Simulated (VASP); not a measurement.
## MnO2: single point with LDA+U

MnO2:

```
Mn O
1.0
     4.48189    0.00000    0.00000
     0.00000    4.48189    0.00000
     0.00000    0.00000    2.94617
Mn O
2 4
Direct
  0.00000 0.00000 0.00000
  0.50000 0.50000 0.50000
  0.30400 0.30400 0.00000
  0.69600 0.69600 0.00000
  0.80400 0.19600 0.50000
  0.19600 0.80400 0.50000
```

```json
{
  "Program": "VASP 6.6.1",
  "Task": "single point",
  "Functional": "LDA",
  "Potentials or basis": "VASP PAW LDA potentials, release 64 (Mn_pv, O)",
  "Cutoff": "600 eV",
  "k mesh": "4 × 4 × 6",
  "Occupations": "gaussian, width 0.0615 eV",
  "Spin": "collinear spin, antiferromagnetic start",
  "Starting moments": "[2.5, -2.5, 0.0, 0.0, 0.0, 0.0] μB",
  "Hubbard terms": "Mn d U = 2.34 eV"
}
```

```
Pressure                                              : -22.8 GPa
Largest force                                         : 0.422 eV/Å
Band gap on the k mesh                                : zero (filled and empty bands touch)
Net moment                                            : 0.00 μB per cell
Site moments                                          : Mn +2.79, -2.79; O -0.02, +0.02 μB
Valence electrons inside the program's atomic spheres : Mn 11.58; O 4.96
```

Forces on the atoms (eV/Å):
```
Mn   0.000  0.000  0.000
Mn   0.000  0.000  0.000
O    0.299  0.299  0.000
O   -0.299 -0.299  0.000
O    0.299 -0.299  0.000
O   -0.299  0.299  0.000
```

Stress tensor (GPa, compression positive):
```
-21.02   0.00   0.00
  0.00 -21.02   0.00
  0.00   0.00 -26.46
```

Levels at points of the mesh, in eV from the Fermi level:
Spin up:
```tsv
k point	band 22	band 23	band 24	band 25	band 26	band 27	band 28	band 29
(0.00, 0.00, 0.00)	-1.31	-0.73	-0.68	-0.08	0.00	0.78	1.52	2.38
(0.50, 0.00, 0.00)	-1.48	-1.25	-0.97	-0.72	1.44	1.73	2.10	2.26
(0.50, 0.50, 0.00)	-2.16	-1.68	-1.66	0.00	0.05	0.76	2.21	2.58
(0.00, 0.00, 0.50)	-2.65	-1.99	-0.98	-0.24	1.24	1.47	1.76	1.88
(0.50, 0.00, 0.50)	-1.76	-1.35	-1.23	-1.19	0.57	1.17	1.79	1.92
(0.50, 0.50, 0.50)	-1.58	-1.08	-0.60	-0.59	1.49	1.58	1.84	1.89
```
Spin down:
```tsv
k point	band 23	band 24	band 25	band 26	band 27	band 28
(0.00, 0.00, 0.00)	-0.73	-0.68	-0.08	0.00	0.78	1.52
(0.50, 0.00, 0.00)	-1.25	-0.97	-0.72	1.44	1.73	2.10
(0.50, 0.50, 0.00)	-1.68	-1.66	0.00	0.05	0.76	2.21
(0.00, 0.00, 0.50)	-1.99	-0.98	-0.24	1.24	1.47	1.76
(0.50, 0.00, 0.50)	-1.35	-1.23	-1.19	0.57	1.17	1.79
(0.50, 0.50, 0.50)	-1.08	-0.60	-0.59	1.49	1.58	1.84
```

Eigenvalues of the final occupation matrices:
```csv
site,spin,trace,eigenvalues
site 1 d,1,3.81,0.48 0.48 0.95 0.95 0.95
site 1 d,2,1.05,0.08 0.15 0.17 0.32 0.33
site 2 d,1,1.05,0.08 0.15 0.17 0.32 0.33
site 2 d,2,3.81,0.48 0.48 0.95 0.95 0.95
```

It took 110 s on 1 thread of Intel Xeon 6975P-C, on a shared host, peak memory 0.22 GiB.

The state reached can hang on the start; a lower one may exist.
